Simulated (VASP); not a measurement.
A run of VASP 6.6.1 is set up as follows.

The input INCAR:

```
ALGO = Normal ; EDIFF = 1E-6
ENCUT = 520 ; GGA = PE
ISIF = 2 ; ISMEAR = -1
ISPIN = 2 ; LASPH = T
LCHARG = F ; LMAXMIX = 4
LORBIT = 11 ; LREAL = F
LWAVE = F ; MAGMOM = -2.68 0
NBANDS = 18 ; NELM = 150
PREC = Accurate ; SIGMA = 0.05
```

File KPOINTS:

```
k-points
0
Gamma
  10 10 10
```

POSCAR

```
FeO
1.0
    2.6124696300      0.0000000000      0.0000000000
    0.0000000000      2.6124696300      0.0000000000
    0.0000000000      0.0000000000      2.6124696300
Fe O
1 1
Direct
    0.0000000000      0.0000000000      0.0000000000
    0.5000000000      0.5000000000      0.5000000000
```

Potentials or basis: VASP PAW PBE potentials, release 64 (Fe, O).

Command:

```sh
$ cat potpaw_PBE.64/Fe/POTCAR potpaw_PBE.64/O/POTCAR > POTCAR
$ mpirun -np 1 vasp_std > vasp.out
```

Question: Estimate the band gap on the k mesh.

Answer: Zero (filled and empty bands overlap).

Question: What does it give for the net moment?

Answer: -4.00 μB per cell.

Question: What does it give for the site moments?

Answer: Fe -3.53; O -0.38 μB.

Question: Estimate the pressure.

Answer: 9.3 GPa.

Caveat: the cell stands under pressure; a cell with one magnetic atom can't hold antiferromagnetic order, which such compounds often take; semilocal functionals often make such compounds metallic where correlation or magnetic order opens a gap, which also shifts bond lengths. With open d or f shells a metallic result of PBE can be an artefact of self-interaction; +U or a hybrid may open a gap.
